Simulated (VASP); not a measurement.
# CoSn2 (I4/mcm) in VASP: single point with PBEsol

Aim: the single point of CoSn2 with PBEsol.

Program: VASP 6.6.1. These are calculated values, not measurements. Logs are shortened: lines on timing, memory, paths and dates and some standing lists are left out, and cuts for length are marked.

**1. The cell of the first run**

Symmetry: I4/mcm, No. 140, tetragonal system. Conventional cell: a = 5.966 Å, b = 5.966 Å, c = 5.128 Å, α = 90.00°, β = 90.00°, γ = 90.00°. Within 3.4 Å of Co (site symmetry 422) lie 2 Co at 2.56 Å and 8 Sn at 2.57 Å. Sn (site symmetry m2m) has 4 Co at 2.57 Å and 11 Sn at 2.81 to 3.24 Å within 3.4 Å.

**2. Single point, PBEsol (strain -0.050 along x and y, -0.050 along z)**

File INCAR:

```
SYSTEM = CoSn2
ALGO = Fast
EDIFF = 1E-6
ENCUT = 520
GGA = PS
ISIF = 2
ISMEAR = 0
LASPH = .TRUE.
LCHARG = .FALSE.
LREAL = .FALSE.
LWAVE = .FALSE.
NBANDS = 46
NELM = 80
PREC = Accurate
SIGMA = 0.15
```

File KPOINTS:

```
k-points
0
G
  12 12 12
  0 0 0
```

File POSCAR:

```
CoSn2
1.0
   -2.9827958140      2.9827958140      2.5638203688
    2.9827958140     -2.9827958140      2.5638203688
    2.9827958140      2.9827958140     -2.5638203688
Co Sn
2 4
Direct
    0.2500000000      0.2500000000      0.0000000000
    0.7500000000      0.7500000000      0.0000000000
    0.6663276314      0.1663276314      0.8326552628
    0.1663276314      0.3336723686      0.5000000000
    0.3336723686      0.8336723686      0.1673447372
    0.8336723686      0.6663276314      0.5000000000
```

Potentials or basis: VASP PAW PBE potentials, release 64 (Co, Sn_d).

Launch:

```sh
> cat potpaw_PBE.64/Co/POTCAR potpaw_PBE.64/Sn_d/POTCAR > POTCAR
> mpirun -np 1 vasp_std > vasp.out
```

OUTCAR:

```text
SYSTEM = CoSn2
   EDIFF = 1E-6
   ENCUT = 520
   GGA = PS
   ISIF = 2
   ISMEAR = 0
   LASPH = .TRUE.
   LREAL = .FALSE.
   NELM = 80
   PREC = Accurate

 ion  position               nearest neighbor table
   1  0.250  0.250  0.000-   2 2.56   2 2.56   6 2.57   3 2.57   4 2.57   5 2.57   4 2.57   6 2.57
                             3 2.57   5 2.57
   2  0.750  0.750  0.000-   1 2.56   1 2.56   5 2.57   3 2.57   5 2.57   6 2.57   6 2.57   3 2.57
                             4 2.57   4 2.57
   3  0.666  0.166  0.833-   1 2.57   2 2.57   1 2.57   2 2.57   5 2.81   5 2.93   5 2.93   4 3.15
                             6 3.15   6 3.15   4 3.15   4 3.24   6 3.24   6 3.24   4 3.24
   4  0.166  0.334  0.500-   2 2.57   1 2.57   1 2.57   2 2.57   6 2.81   6 2.93   6 2.93   5 3.15
                             5 3.15   3 3.15   3 3.15   3 3.24   5 3.24   5 3.24   3 3.24
   5  0.334  0.834  0.167-   1 2.57   2 2.57   1 2.57   2 2.57   3 2.81   3 2.93   3 2.93   4 3.15
                             6 3.15   6 3.15   4 3.15   6 3.24   4 3.24   4 3.24   6 3.24
   6  0.834  0.666  0.500-   1 2.57   2 2.57   2 2.57   1 2.57   4 2.81   4 2.93   4 2.93   3 3.15
                             5 3.15   5 3.15   3 3.15   3 3.24   5 3.24   3 3.24   5 3.24

  LATTYP: Found a body centered tetragonal cell.
 ALAT       =     5.9655916280
 C/A-ratio  =     0.8595359953

  Lattice vectors:

 A1 = (  -2.9827958140,   2.9827958140,   2.5638203688)
 A2 = (   2.9827958140,  -2.9827958140,   2.5638203688)
 A3 = (   2.9827958140,   2.9827958140,  -2.5638203688)

Analysis of symmetry for initial positions (statically):
=====================================================================
 Subroutine PRICEL returns:
 Original cell was already a primitive cell.

 Routine SETGRP: Setting up the symmetry group for a
 body centered tetragonal supercell.

 Subroutine GETGRP returns: Found 16 space group operations
 (whereof  8 operations were pure point group operations)
 out of a pool of 16 trial point group operations.

The static configuration has the point symmetry C_4h.
 The point group associated with its full space group is D_4h.

Analysis of symmetry for dynamics (positions and initial velocities):
=====================================================================
 Subroutine PRICEL returns:
 Original cell was already a primitive cell.

 Routine SETGRP: Setting up the symmetry group for a
 body centered tetragonal supercell.

 Subroutine GETGRP returns: Found 16 space group operations
 (whereof  8 operations were pure point group operations)
 out of a pool of 16 trial point group operations.

The dynamic configuration has the point symmetry C_4h.
 The point group associated with its full space group is D_4h.

 Subroutine INISYM returns: Found 16 space group operations
 (whereof  8 operations are pure point group operations),
 and found     1 'primitive' translations

----------------------------------------------------------------------------------------

                                     Primitive cell

  volume of cell :      91.2420

  direct lattice vectors                    reciprocal lattice vectors
    -2.982795814  2.982795814  2.563820369     0.000000000  0.167627968  0.195021463
     2.982795814 -2.982795814  2.563820369     0.167627968  0.000000000  0.195021463
     2.982795814  2.982795814 -2.563820369     0.167627968  0.167627968  0.000000000

  length of vectors
     4.936326227  4.936326227  4.936326227     0.257162413  0.257162413  0.237061745

  position of ions in fractional coordinates (direct lattice)
     0.250000000  0.250000000  0.000000000
     0.750000000  0.750000000  0.000000000
     0.666327631  0.166327631  0.832655263
     0.166327631  0.333672369  0.500000000
     0.333672369  0.833672369  0.167344737
     0.833672369  0.666327631  0.500000000

  ion indices of the primitive-cell ions
   primitive index   ion index
                 1           1
                 2           2
                 3           3
                 4           4
                 5           5
                 6           6

----------------------------------------------------------------------------------------

 KPOINTS: k-points

Automatic generation of k-mesh.
 Grid dimensions read from file:
 generate k-points for:   12   12   12

 Generating k-lattice:

  Cartesian coordinates                     Fractional coordinates (reciprocal lattice)
     0.000000000  0.013968997  0.016251789     0.083333333  0.000000000  0.000000000
     0.013968997  0.000000000  0.016251789     0.000000000  0.083333333  0.000000000
     0.013968997  0.013968997  0.000000000     0.000000000  0.000000000  0.083333333

  Length of vectors
     0.021430201  0.021430201  0.019755145

  Shift w.r.t. Gamma in fractional coordinates (k-lattice)
     0.000000000  0.000000000  0.000000000

 Subroutine IBZKPT returns following result:
 ===========================================

 Found    163 irreducible k-points:

 Following reciprocal coordinates:
            Coordinates               Weight
  0.000000  0.000000  0.000000      1.000000
  0.083333 -0.000000  0.000000      8.000000
  0.166667 -0.000000  0.000000      8.000000
  0.250000 -0.000000  0.000000      8.000000
  0.333333 -0.000000  0.000000      8.000000
  0.416667  0.000000 -0.000000      8.000000
[... 16 lines left out ...]
  0.500000  0.166667  0.000000     16.000000
 -0.416667  0.166667  0.000000     16.000000
 [... further k-points ...]
   k-points           NKPTS =    163   k-points in BZ     NKDIM =    163   number of bands    NBANDS=     46
   number of dos      NEDOS =    301   number of ions     NIONS =      6
   total plane-waves  NPLWV =  64000
   dimension x,y,z NGX =    40 NGY =   40 NGZ =   40
   dimension x,y,z NGXF=    80 NGYF=   80 NGZF=   80
   ions per type =               2   4
   NGX,Y,Z   is equivalent  to a cutoff of  13.47, 13.47, 13.47 a.u.
   NGXF,Y,Z  is equivalent  to a cutoff of  26.94, 26.94, 26.94 a.u.
 SYSTEM =  CoSn2
   PREC   = accura    normal or accurate (medium, high low for compatibility)
   ISTART =      0    job   : 0-new  1-cont  2-samecut
   ICHARG =      2    charge: 1-file 2-atom 10-const
   ISPIN  =      1    spin polarized calculation?
   LNONCOLLINEAR =      F non collinear calculations
   LSORBIT =      F    spin-orbit coupling
   LASPH  =      T    aspherical Exc in radial PAW
   ENCUT  =  520.0 eV  38.22 Ry    6.18 a.u.   9.18  9.18  9.18*2*pi/ulx,y,z
   NELM   =     80;   NELMIN=  2; NELMDL= -5     # of ELM steps
   EDIFF  = 0.1E-05   stopping-criterion for ELM
   LREAL  =      F    real-space projection
[... 7 lines left out ...]
   TEBEG  =    0.0;   TEEND  =   0.0 temperature during run
   PSTRESS=    0.0 pullay stress
   NELECT =      74.0000    total number of electrons
   NUPDOWN=      -1.0000    fix difference up-down
   EMIN   =  10.00;   EMAX   =-10.00  energy-range for DOS
   EFERMI =   0.00;   METHOD = LEGACY
   ISMEAR =     0;   SIGMA  =   0.15  broadening in eV -4-tet -1-fermi 0-gaus
   EFERMI_NEDOS =   21; number of points for ismear=-14 and -15
   IALGO  =     68    algorithm
   IMIX   =      4    mixing-type and parameters
     AMIX     =   0.40;   BMIX     =  1.00
     AMIX_MAG =   1.60;   BMIX_MAG =  1.00
  volume/ion in A,a.u.               =      15.21       102.62
  Fermi-wavevector in a.u.,A,eV,Ry     =   1.526701  2.885046 31.712657  2.330815
  Thomas-Fermi vector in A             =   2.634698
   LORBIT       =      0    0 simple, 1 ext, 2 COOP (PROOUT), +10 PAW based schemes
   GGA     = PS    functional components
   LHFCALC =     F    Hartree Fock is set to
   AEXX    =    0.0000 exact exchange contribution
   IVDW    =     0    specifies the selected vdW correction
   LEPSILON=     F    determine dielectric tensor
   LRPA    =     F    only Hartree local field effects (RPA)
 non-spin polarized calculation
 RMM-DIIS sequential band-by-band and
 Gauss-broadening in eV      SIGMA  =   0.15
  energy-cutoff  :      520.00
  volume of cell :       91.24
 maximum number of plane-waves:      2497
 NGX is ok and might be reduce to    40
   NGX = 19   NGY = 19   NGZ = 19

 number of electron      73.9999993 magnetization

 Free energy of the ion-electron system (eV)
  ---------------------------------------------------
  ext. energy  EPLUGINS =         0.00000000
  ---------------------------------------------------
  free energy    TOTEN  =       -32.20501010 eV

  energy without entropy =      -32.17411803  energy(sigma->0) =      -32.18956406

 E-fermi :  13.3812     XC(G=0): -12.9431

 val. band max:       13.3802050964   @ k =  -0.2500   0.4167   0.2500
 cond. band min:      13.3863528715   @ k =  -0.4167   0.5000   0.2500
 fundamental gap:      0.0061477751
 Fermi energy:        13.3811855098

 k-point     1 :       0.0000    0.0000    0.0000
  band No.  band energies     occupation
      1      -8.3973      2.00000
      2      -8.3903      2.00000
      3      -8.3424      2.00000
      4      -8.3424      2.00000
      5      -8.3261      2.00000
      6      -8.3076      2.00000
[... 38 lines left out ...]
     45      18.9336      0.00000
     46      19.6730      0.00000

 k-point     2 :       0.0833   -0.0000    0.0000
  band No.  band energies     occupation
      1      -8.3992      2.00000
      2      -8.3890      2.00000
      3      -8.3611      2.00000
      4      -8.3572      2.00000
      5      -8.3513      2.00000
      6      -8.2936      2.00000
[... 38 lines left out ...]
     45      18.9982      0.00000
     46      19.9210      0.00000

 k-point     3 :       0.1667   -0.0000    0.0000
  band No.  band energies     occupation
      1      -8.4212      2.00000
      2      -8.4094      2.00000
      3      -8.3854      2.00000
      4      -8.3609      2.00000
      5      -8.3505      2.00000
      6      -8.2860      2.00000
[... 1018 lines left out ...]
     45      18.8493      0.00000
     46      19.1958      0.00000

 k-point    24 :      -0.4167    0.1667    0.0000
  band No.  band energies     occupation
      1      -8.4723      2.00000
      2      -8.4394      2.00000
      3      -8.4185      2.00000
      4      -8.3301      2.00000
      5      -8.3234      2.00000
      6      -8.2890      2.00000
[... 38 lines left out ...]
     45      18.8525      0.00000
     46      20.1639      0.00000

 [... further k-points ...]
[... 5 lines left out ...]
  --------------------------------------------------------------------------------------
  -------------------------------------------------------------------------------------
  Total       15.3585925     15.3585925     15.2550117      0.0000000     -0.0000000      0.0000000
  in kB      269.6915667    269.6915667    267.8727240      0.0000000     -0.0000000      0.0000000
  external PRESSURE =     269.0852858 kB  Pullay stress =       0.0000000 kB

 VOLUME and BASIS-vectors are now :
 -----------------------------------------------------------------------------
  energy-cutoff  :      520.00
  volume of cell :       91.24
      direct lattice vectors                 reciprocal lattice vectors
    -2.982795814  2.982795814  2.563820369     0.000000000  0.167627968  0.195021463
     2.982795814 -2.982795814  2.563820369     0.167627968  0.000000000  0.195021463
     2.982795814  2.982795814 -2.563820369     0.167627968  0.167627968  0.000000000

 POSITION                                       TOTAL-FORCE (eV/Angst)
 -----------------------------------------------------------------------------------
      0.00000      0.00000      1.28191        -0.000000      0.000000      0.000000
      0.00000      0.00000      3.84573        -0.000000     -0.000000      0.000000
      0.99224      3.97504      0.00000        -0.121012     -0.121012     -0.000000
      1.99055      0.99224      0.00000         0.121012     -0.121012     -0.000000
      1.99055     -0.99224      2.56382         0.121012      0.121012      0.000000
      0.99224      1.99055      2.56382        -0.121012      0.121012      0.000000
 -----------------------------------------------------------------------------------
    total drift:                               -0.000000     -0.000000      0.000000

  FREE ENERGIE OF THE ION-ELECTRON SYSTEM (eV)
  ---------------------------------------------------
  free  energy   TOTEN  =       -32.2050100977 eV

  energy  without entropy=      -32.1741180296  energy(sigma->0) =      -32.18956406
```

Run time: 11 min. Hardware: 1 thread of AMD EPYC 9R45 (Zen 5), shared host; peak memory 0.6 GiB.

Results:

* Free energy: -32.2050 eV
* Pressure: 26.9 GPa
* Largest force: 0.171 eV/Å
* Band gap on the k mesh: zero (bands 37 and 38 overlap by 1.99 eV)

Forces on the atoms (eV/Å):
```
Co   0.000  0.000  0.000
Co   0.000  0.000  0.000
Sn  -0.121 -0.121  0.000
Sn   0.121 -0.121  0.000
Sn   0.121  0.121  0.000
Sn  -0.121  0.121  0.000
```

Levels at points of the mesh, in eV from the Fermi level:
```tsv
k point	band 33	band 34	band 35	band 36	band 37	band 38	band 39	band 40	band 41	band 42
(0.00, 0.00, 0.00)	-2.50	-1.64	-1.48	-1.26	-0.76	-0.76	0.59	0.61	0.89	0.89
(0.50, 0.00, 0.00)	-1.32	-1.32	-0.92	-0.92	0.25	0.25	2.58	2.58	3.72	3.72
(0.50, 0.50, 0.00)	-1.85	-1.43	-1.27	-0.91	-0.75	0.90	1.14	2.13	3.68	4.21
(0.50, 0.50, 0.50)	-1.14	-0.90	-0.90	0.30	0.83	1.90	2.84	2.84	3.08	3.62
```

Caveat: the cell differs from its parent crystal (strain -0.050 along x and y, -0.050 along z); the cell stands under pressure; the PAW data sets were made with another functional, which shifts forces and pressure a little; spin-orbit coupling is left out, which moves the levels of the heavy elements; the run has no spin polarisation, though such a crystal can be magnetic.
